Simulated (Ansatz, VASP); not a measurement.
Two plane-wave programs on BaTi2Cr2

```
CELL_PARAMETERS angstrom
0.00000 3.95709 0.00000
3.95709 0.00000 0.00000
1.97855 1.97855 -6.40123
ATOMIC_POSITIONS crystal
Ba 0.00000 0.00000 0.00000
Ti 0.35700 0.35700 0.28600
Ti 0.64300 0.64300 0.71400
Cr 0.75000 0.25000 0.50000
Cr 0.25000 0.75000 0.50000
```

Alike in both runs: task single point; functional LDA; k mesh 5 × 5 × 5; non-collinear spin, spin-orbit coupling.

```csv
,VASP,Ansatz
version,VASP 6.6.1,Ansatz 0.2.0
potentials or method,"VASP PAW LDA potentials, release 64 (Ba_sv, Ti_sv, Cr_pv), cutoff 520 eV",PAW plane waves
occupations,"fermi-dirac, width 0.1 eV",fermi-dirac
valence electrons in the cell,58,62
```

Ansatz gave:

```
pressure (GPa)                                                : -3.0
traceless stress, the component that is largest in VASP (GPa) : 1.72
rms of the force components (eV/Å)                            : 0.014
```

**Question.** What did VASP give for the same quantities?

**Answer.** Pressure (GPa): -2.5; traceless stress, the component that is largest in VASP (GPa): 1.76; rms of the force components (eV/Å): 0.004.

LDA's correlation is that of Perdew and Zunger in VASP and of Perdew and Wang (1992) in Ansatz. Atom by atom the forces differ by 0.010 eV/Å (rms over components). VASP's potentials hold 58 valence electrons a cell and Ansatz's 62, so a difference there can come from the potentials and not from the codes.
